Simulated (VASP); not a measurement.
# MoS2 (P-6m2) in VASP: notebook

The runs below take MoS2 through single point, with PBE+D3(BJ).

Everything below comes from runs of VASP 6.6.1. Logs are shortened: lines on timing, memory, paths and dates and some standing lists are left out, and cuts for length are marked.

## (1) The cell of the first run

It takes space group P-6m2 (No. 187, hexagonal). Conventional cell: a = 3.122 Å, b = 3.122 Å, c = 6.762 Å, α = 90.00°, β = 90.00°, γ = 120.00°. Mo (site symmetry -6m2) has 6 S at 2.46 Å and 6 Mo at 3.12 Å within 3.3 Å. S (site symmetry 3m) has 3 Mo at 2.46 Å and 6 S at 3.12 Å within 3.3 Å.

## (2) Single point, PBE+D3(BJ) (c/a of the conventional cell at fixed volume 2.1661)

INCAR reads:

```
SYSTEM = MoS2
  PREC = Accurate
  ENCUT = 500
  EDIFF = 1E-6
  ISMEAR = 0
  SIGMA = 0.05
  LREAL = .FALSE.
  LASPH = .TRUE.
  NELM = 120
  ALGO = Normal
  ISIF = 2
  LWAVE = .FALSE.
  LCHARG = .FALSE.
  GGA = PE
  IVDW = 12
  NBANDS = 20
  GGA_COMPAT = .FALSE.
```

KPOINTS reads:

```
regular mesh
0
G
  12 12 4
  0 0 0
```

POSCAR reads:

```
MoS2
1.0
    3.1219335931      0.0000000000      0.0000000000
   -1.5609667966      2.7036738005      0.0000000000
    0.0000000000      0.0000000000      6.7624203560
Mo S
1 2
Direct
    0.0000000000      0.0000000000      0.0000000000
    0.3333333333      0.6666666667      0.2483301274
    0.3333333333      0.6666666667      0.7516698726
```

Potentials or basis: VASP PAW PBE potentials, release 64 (Mo_sv, S).

Launch:

```
$ cat potpaw_PBE.64/Mo_sv/POTCAR potpaw_PBE.64/S/POTCAR > POTCAR
$ mpirun -np 1 vasp_std > vasp.out
```

OUTCAR:

```text
SYSTEM = MoS2
   PREC = Accurate
   ENCUT = 500
   EDIFF = 1E-6
   ISMEAR = 0
   LREAL = .FALSE.
   LASPH = .TRUE.
   NELM = 120
   ISIF = 2
   GGA = PE
   IVDW = 12
 IVDW          = 12

 ion  position               nearest neighbor table
   1  0.000  0.000  0.000-   2 2.46   3 2.46   2 2.46   3 2.46   2 2.46   3 2.46
   2  0.333  0.667  0.248-   1 2.46   1 2.46   1 2.46
   3  0.333  0.667  0.752-   1 2.46   1 2.46   1 2.46

  LATTYP: Found a hexagonal cell.
 ALAT       =     3.1219335931
 C/A-ratio  =     2.1661000000

  Lattice vectors:

 A1 = (   3.1219335931,   0.0000000000,   0.0000000000)
 A2 = (  -1.5609667966,   2.7036738005,   0.0000000000)
 A3 = (   0.0000000000,   0.0000000000,   6.7624203560)

Analysis of symmetry for initial positions (statically):
=====================================================================
 Subroutine PRICEL returns:
 Original cell was already a primitive cell.

 Routine SETGRP: Setting up the symmetry group for a
 hexagonal supercell.

 Subroutine GETGRP returns: Found 12 space group operations
 (whereof 12 operations were pure point group operations)
 out of a pool of 24 trial point group operations.

The static configuration has the point symmetry D_3h.

Analysis of symmetry for dynamics (positions and initial velocities):
=====================================================================
 Subroutine PRICEL returns:
 Original cell was already a primitive cell.

 Routine SETGRP: Setting up the symmetry group for a
 hexagonal supercell.

 Subroutine GETGRP returns: Found 12 space group operations
 (whereof 12 operations were pure point group operations)
 out of a pool of 24 trial point group operations.

The dynamic configuration has the point symmetry D_3h.

 Subroutine INISYM returns: Found 12 space group operations
 (whereof 12 operations are pure point group operations),
 and found     1 'primitive' translations

----------------------------------------------------------------------------------------

                                     Primitive cell

  volume of cell :      57.0795

  direct lattice vectors                    reciprocal lattice vectors
     3.121933593  0.000000000  0.000000000     0.320314308  0.184933552  0.000000000
    -1.560966797  2.703673800  0.000000000     0.000000000  0.369867104  0.000000000
     0.000000000  0.000000000  6.762420356     0.000000000  0.000000000  0.147876048

  length of vectors
[... 83 lines left out ...]
   NELM   =    120;   NELMIN=  2; NELMDL= -5     # of ELM steps
   EDIFF  = 0.1E-05   stopping-criterion for ELM
   LREAL  =      F    real-space projection
   EDIFFG = 0.1E-04   stopping-criterion for IOM
   NSW    =      0    number of steps for IOM
   IBRION =     -1    ionic relax: 0-MD 1-quasi-New 2-CG
   NFREE  =      0    steps in history (QN), initial steepest desc. (CG)
   ISIF   =      2    stress and relaxation
   ISYM   =      2    0-nonsym 1-usesym 2-fastsym
   POTIM  = 0.5000    time-step for ionic-motion
   TEBEG  =    0.0;   TEEND  =   0.0 temperature during run
   PSTRESS=    0.0 pullay stress
   NELECT =      26.0000    total number of electrons
   NUPDOWN=      -1.0000    fix difference up-down
   EMIN   =  10.00;   EMAX   =-10.00  energy-range for DOS
   EFERMI =   0.00;   METHOD = LEGACY
   ISMEAR =     0;   SIGMA  =   0.05  broadening in eV -4-tet -1-fermi 0-gaus
   EFERMI_NEDOS =   21; number of points for ismear=-14 and -15
   IALGO  =     38    algorithm
   IMIX   =      4    mixing-type and parameters
     AMIX     =   0.40;   BMIX     =  1.00
     AMIX_MAG =   1.60;   BMIX_MAG =  1.00
  volume/ion in A,a.u.               =      19.03       128.40
  Fermi-wavevector in a.u.,A,eV,Ry     =   1.259619  2.380335 21.587552  1.586640
  Thomas-Fermi vector in A             =   2.393170
   LORBIT       =      0    0 simple, 1 ext, 2 COOP (PROOUT), +10 PAW based schemes
   GGA     = PE    functional components
   LHFCALC =     F    Hartree Fock is set to
   AEXX    =    0.0000 exact exchange contribution
   IVDW    =    12    specifies the selected vdW correction
   LEPSILON=     F    determine dielectric tensor
   LRPA    =     F    only Hartree local field effects (RPA)
 non-spin polarized calculation
 Gauss-broadening in eV      SIGMA  =   0.05
  energy-cutoff  :      500.00
  volume of cell :       57.08
 maximum number of plane-waves:      1473
 NGX is ok and might be reduce to    24
   NGX = 11   NGY = 11   NGZ = 25

 number of electron      25.9999998 magnetization

 Free energy of the ion-electron system (eV)
  ---------------------------------------------------
  ext. energy  EPLUGINS =         0.00000000
  ---------------------------------------------------
  free energy    TOTEN  =       -21.60170077 eV

  energy without entropy =      -21.60170077  energy(sigma->0) =      -21.60170077

 E-fermi :   6.4609     XC(G=0): -10.4107

 val. band max:        6.2074578481   @ k =   0.3333   0.3333   0.5000
 cond. band min:       7.3218584382   @ k =   0.1667   0.1667   0.0000
 fundamental gap:      1.1144005901
 Fermi energy:         6.4608604674

 k-point     1 :       0.0000    0.0000    0.0000
  band No.  band energies     occupation
      1     -54.7763      2.00000
      2     -28.9269      2.00000
      3     -28.6317      2.00000
      4     -28.6317      2.00000
      5      -7.9764      2.00000
      6      -6.7882      2.00000
[... 541 lines left out ...]
     19      13.9259      0.00000
     20      14.7184      0.00000

 [... further k-points ...]

------------------------ aborting loop because EDIFF is reached ----------------------------------------

 Edisp (eV)   -1.19221

 E8    (eV) :    -0.4814

  FORCE on cell =-STRESS in cart. coord.  units (eV):
  Direction    XX          YY          ZZ          XY          YZ          ZX
  --------------------------------------------------------------------------------------
  -------------------------------------------------------------------------------------
  Total      -1.01470    -1.01470    -5.64425     0.00000     0.00000     0.00000
  in kB     -28.48189   -28.48189  -158.42972     0.00000     0.00000     0.00000
  external pressure =      -71.80 kB  Pullay stress =        0.00 kB

 VOLUME and BASIS-vectors are now :
 -----------------------------------------------------------------------------
  energy-cutoff  :      500.00
  volume of cell :       57.08
      direct lattice vectors                 reciprocal lattice vectors
     3.121933593  0.000000000  0.000000000     0.320314308  0.184933552  0.000000000
    -1.560966797  2.703673800  0.000000000     0.000000000  0.369867104  0.000000000
     0.000000000  0.000000000  6.762420356     0.000000000  0.000000000  0.147876048

 POSITION                                       TOTAL-FORCE (eV/Angst)
 -----------------------------------------------------------------------------------
      0.00000      0.00000      0.00000        -0.000000     -0.000000      0.000000
     -0.00000      1.80245      1.67931        -0.000000      0.000000     -1.759373
     -0.00000      1.80245      5.08311         0.000000      0.000000      1.759373
 -----------------------------------------------------------------------------------
    total drift:                                0.000000     -0.000000     -0.000000

  FREE ENERGIE OF THE ION-ELECTRON SYSTEM (eV)
  ---------------------------------------------------
  free  energy   TOTEN  =       -22.7939104746 eV

  energy  without entropy=      -22.7939104746  energy(sigma->0) =      -22.79391047
```

stdout:

```text
POSCAR found type information on POSCAR MoS
 POSCAR found :  2 types and       3 ions
 scaLAPACK will be used
 LDA part: xc-table for (Slater+PW92), standard interpolation
 POSCAR, INCAR and KPOINTS ok, starting setup
 FFT: planning ... GRIDC
 FFT: planning ... GRID_SOFT
 FFT: planning ... GRID
 WAVECAR not read
 entering main loop
```

It took 55 s on 1 thread of AMD EPYC 9R45 (Zen 5), shared host; peak memory 0.18 GiB.

Results:

```yaml
Free_energy: -22.7939 eV
Pressure: -7.2 GPa
Largest_force: 1.759 eV/Å
Band_gap_on_the_k_mesh: 1.11 eV, indirect (least direct gap 2.00 eV)
Dispersion_energy_per_atom: -0.397 eV
```

Forces in eV/Å, atoms in the order of the input:
```
Mo   0.000  0.000  0.000
S    0.000  0.000 -1.759
S    0.000  0.000  1.759
```

Caveat: forces of over 1 eV/Å act on the atoms, so gaps and moduli don't describe the material at rest.

## (3) Single point, PBE+D3(BJ) (c/a of the conventional cell at fixed volume 2.1661)

INCAR reads:

```
ALGO = Normal
EDIFF = 1E-6
ENCUT = 500
GGA = PE
GGA_COMPAT = F
ISIF = 2
ISMEAR = 0
IVDW = 12
LASPH = T
LCHARG = F
LREAL = F
LWAVE = F
NBANDS = 20
NELM = 120
PREC = Accurate
SIGMA = 0.05
```

KPOINTS reads:

```
k-points
0
Gamma
  12 12 4
```

POSCAR reads:

```
MoS2
1.0
    3.1219335931      0.0000000000      0.0000000000
   -1.5609667966      2.7036738005      0.0000000000
    0.0000000000      0.0000000000      6.7624203560
Mo S
1 2
Direct
    0.0000000000      0.0000000000      0.0000000000
    0.3333333333      0.6666666667      0.1981708616
    0.3333333333      0.6666666667      0.8018291384
```

Potentials or basis: VASP PAW PBE potentials, release 64 (Mo_sv, S).

Launch:

```
$ cat potpaw_PBE.64/Mo_sv/POTCAR potpaw_PBE.64/S/POTCAR > POTCAR
$ mpirun -np 1 vasp_std > vasp.out
```

Run time: 62 s. Hardware: 1 thread of AMD EPYC 9R45 (Zen 5), shared host; peak memory 0.18 GiB.

Results (log left out):

```yaml
Free_energy: -21.6443 eV
Pressure: 29.8 GPa
Largest_force: 6.099 eV/Å
Band_gap_on_the_k_mesh: zero (band 13 reaches 7.12 eV, above the bottom of band 14 at 6.85 eV)
Dispersion_energy_per_atom: -0.403 eV
```

Forces on the atoms (eV/Å):
```
Mo   0.000  0.000  0.000
S    0.000  0.000  6.099
S    0.000  0.000 -6.099
```

Stress tensor (GPa, compression positive):
```
22.86  0.00  0.00
 0.00 22.86  0.00
 0.00  0.00 43.79
```

Levels at points of the mesh, in eV from the Fermi level:
| k point | band 10 | band 11 | band 12 | band 13 | band 14 | band 15 | band 16 | band 17 |
| --- | --- | --- | --- | --- | --- | --- | --- | --- |
| (0.00, 0.00, 0.00) | -3.45 | -3.45 | -1.61 | -0.47 | 2.04 | 2.04 | 3.02 | 3.02 |
| (0.50, 0.00, 0.00) | -5.21 | -2.60 | -2.02 | -1.76 | 1.20 | 1.84 | 3.87 | 4.69 |
| (0.00, 0.00, 0.50) | -3.45 | -3.45 | -2.50 | 0.24 | 2.03 | 2.03 | 3.05 | 3.05 |
| (0.50, 0.00, 0.50) | -5.21 | -2.59 | -2.41 | -1.59 | 1.21 | 1.87 | 3.47 | 4.61 |

Caveat: forces of over 1 eV/Å act on the atoms, so gaps and moduli don't describe the material at rest.

## (4) Single point, PBE+D3(BJ) (c/a of the conventional cell at fixed volume 1.9411)

INCAR reads:

```
  PREC = Accurate
  ENCUT = 500
  EDIFF = 1E-6
  ISMEAR = 0
  SIGMA = 0.05
  LREAL = False
  LASPH = True
  NELM = 120
  ALGO = Normal
  ISIF = 2
  LWAVE = False
  LCHARG = True
  GGA = PE
  IVDW = 12
  LELF = True
  LVHAR = True
  NBANDS = 20
  GGA_COMPAT = False
```

KPOINTS reads:

```
regular mesh
0
Gamma
  12 12 4
```

POSCAR reads:

```
MoS2
1.0
    3.2381765630      0.0000000000      0.0000000000
   -1.6190882815      2.8043431655      0.0000000000
    0.0000000000      0.0000000000      6.2856245265
Mo S
1 2
Direct
    0.0000000000      0.0000000000      0.0000000000
    0.3333333333      0.6666666667      0.2483301274
    0.3333333333      0.6666666667      0.7516698726
```

Launch:

```
$ cat potpaw_PBE.64/Mo_sv/POTCAR potpaw_PBE.64/S/POTCAR > POTCAR
$ mpirun -np 1 vasp_std > vasp.out
```

Wall time 61 s (1 thread of AMD EPYC 9R45 (Zen 5), shared host); peak memory 0.18 GiB.

The run converged. Its results:

| Item | Value |
| --- | --- |
| Free energy | -22.8723 eV |
| Pressure | -5.7 GPa |
| Largest force | 0.665 eV/Å |
| Band gap on the k mesh | 0.66 eV, indirect (least direct gap 1.47 eV) |
| Dispersion energy per atom | -0.396 eV |

Forces in eV/Å, atoms in the order of the input:
```
Mo   0.000  0.000  0.000
S    0.000  0.000 -0.665
S    0.000  0.000  0.665
```

Stress tensor (GPa, compression positive):
```
-8.05  0.00  0.00
 0.00 -8.05  0.00
 0.00  0.00 -1.11
```

Levels at points of the mesh, in eV from the valence-band top:
| k point | band 11 | band 12 | band 13 | band 14 | band 15 | band 16 |
| --- | --- | --- | --- | --- | --- | --- |
| (0.00, 0.00, 0.00) | -2.36 | -1.21 | -1.20 | 1.86 | 1.86 | 1.91 |
| (0.50, 0.00, 0.00) | -2.00 | -1.88 | -1.73 | 1.22 | 1.63 | 3.41 |
| (0.00, 0.00, 0.50) | -2.41 | -2.41 | 0.00 | 1.70 | 1.70 | 2.13 |
| (0.50, 0.00, 0.50) | -3.37 | -1.84 | -1.08 | 1.26 | 1.83 | 2.52 |

## (5) Single point, PBE+D3(BJ) (c/a of the conventional cell at fixed volume 2.1661)

INCAR reads:

```
SYSTEM = MoS2
PREC     = Accurate       ! precision mode
ENCUT    = 500            ! plane-wave cutoff, eV
EDIFF    = 1E-6           ! SCF threshold, eV
ISMEAR   = 0              ! smearing method
SIGMA    = 0.05           ! smearing width, eV
LREAL    = .FALSE.        ! projectors in reciprocal space
LASPH    = .TRUE.         ! aspherical terms in the spheres
NELM     = 120            ! most SCF steps
ALGO     = Normal         ! electronic algorithm
ISIF     = 2              ! what is computed and relaxed
LWAVE    = .FALSE.        ! write WAVECAR
LCHARG   = .FALSE.        ! write CHGCAR
GGA      = PE             ! functional
IVDW     = 12             ! dispersion correction
NBANDS   = 20             ! bands
GGA_COMPAT= .FALSE.
```

KPOINTS reads:

```
Automatic mesh
0
G
  12 12 4
  0 0 0
```

POSCAR reads:

```
MoS2
1.0
    3.1219335931      0.0000000000      0.0000000000
   -1.5609667966      2.7036738005      0.0000000000
    0.0000000000      0.0000000000      6.7624203560
Mo S
1 2
Direct
    0.0000000000      0.0000000000      0.0000000000
    0.3333333333      0.6666666667      0.2734172850
    0.3333333333      0.6666666667      0.7265827150
```

Launch:

```
$ cat potpaw_PBE.64/Mo_sv/POTCAR potpaw_PBE.64/S/POTCAR > POTCAR
$ mpirun -np 1 vasp_std > vasp.out
```

Wall time 46 s (1 thread of AMD EPYC 9R45 (Zen 5), shared host); peak memory 0.18 GiB.

Results (log left out):

| Quantity | Value |
| --- | --- |
| Free energy | -21.8228 eV |
| Pressure | -16.4 GPa |
| Largest force | 3.803 eV/Å |
| Band gap on the k mesh | 0.50 eV, indirect (least direct gap 1.24 eV) |
| Dispersion energy per atom | -0.396 eV |

Forces in eV/Å, atoms in the order of the input:
```
Mo   0.000  0.000  0.000
S    0.000  0.000 -3.803
S    0.000  0.000  3.803
```

Stress tensor (GPa, compression positive):
```
 -7.65   0.00   0.00
  0.00  -7.65   0.00
  0.00   0.00 -33.98
```

Levels at points of the mesh, in eV from the valence-band top:
```tsv
k point	band 10	band 11	band 12	band 13	band 14	band 15	band 16	band 17
(0.00, 0.00, 0.00)	-1.44	-1.33	-0.40	-0.40	2.19	2.19	2.65	2.65
(0.50, 0.00, 0.00)	-2.07	-1.90	-1.35	-0.47	1.99	2.45	3.32	3.55
(0.00, 0.00, 0.50)	-1.42	-0.47	-0.47	-0.47	2.43	2.43	2.46	2.46
(0.50, 0.00, 0.50)	-3.35	-2.16	-0.47	-0.22	2.44	2.46	2.53	2.97
```

Caveat: forces of over 1 eV/Å act on the atoms, so gaps and moduli don't describe the material at rest.
